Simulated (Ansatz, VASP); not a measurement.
Two plane-wave programs on Y

Contents of INCAR:

```
PREC     = Accurate       # precision mode
ENCUT    = 520            # plane-wave cutoff, eV
EDIFF    = 1E-6           # SCF threshold, eV
ISMEAR   = 0              # smearing method
SIGMA    = 0.15           # smearing width, eV
LREAL    = F              # projectors in reciprocal space
LASPH    = T              # aspherical terms in the spheres
NELM     = 60             # most SCF steps
ALGO     = Fast           # electronic algorithm
ISIF     = 2              # what is computed and relaxed
LWAVE    = F              # write WAVECAR
LCHARG   = T              # write CHGCAR
GGA      = PE             # functional
LELF     = T              # ELF
LVHAR    = T            
NBANDS   = 18             # bands
```

The input KPOINTS:

```
Automatic mesh
0
Gamma
  18 18 8
```

File POSCAR:

```
Y
1.0
    3.6514992371      0.0000000000      0.0000000000
   -1.8257496185      3.1622911012      0.0000000000
    0.0000000000      0.0000000000      5.7474000000
Y
2
Direct
    0.3333333333      0.6666666667      0.2152016564
    0.6666666667      0.3333333333      0.7500000000
```

Input for Ansatz:

```yaml
crystal:
  lattice:
    - [3.6514992371, 0.0, 0.0]
    - [-1.8257496185, 3.1622911012, 0.0]
    - [0.0, 0.0, 5.7474]
  atoms:
    - { symbol: "Y", position: [0.3333333333, 0.6666666667, 0.2152016564] }
    - { symbol: "Y", position: [0.6666666667, 0.3333333333, 0.75] }
basis:
  ecutwfc: 420
kpoints:
  mp_grid: { grid: [18, 18, 8] }
hamiltonian:
  xc: pbe
scf:
  occupations: { method: gaussian, width: 0.15 }
output:
  forces: true
  stress: true
  eigenvalues: true
  write_density: true
  write_potential: true
  elf: true
  volumetric_format: npy
```

Alike in both runs: task single point; functional PBE; k mesh 18 × 18 × 8; occupations gaussian, width 0.15 eV; no spin polarisation.

```csv
,VASP,Ansatz
version,VASP 6.6.1,Ansatz 0.2.0
potentials or method,"VASP PAW PBE potentials, release 64 (Y_sv), cutoff 520 eV","scalar-relativistic, plane waves, PAW"
valence electrons in the cell,22,22
```

```csv
,VASP,Ansatz,Ansatz less VASP
gap on the k mesh at the Fermi level (eV),none,none,-
pressure (GPa),-0.1,0.0,+0.08
"traceless stress, the component that is largest in VASP (GPa)",0.26,0.26,-0.003
rms of the force components (eV/Å),0.393,0.395,+0.0020
```

Atom by atom the forces differ by 0.002 eV/Å (rms over components). A gap of «none» marks a metal or a gap that the smearing closes. With one functional, cell and mesh, what is left measures potentials, basis and numerics.
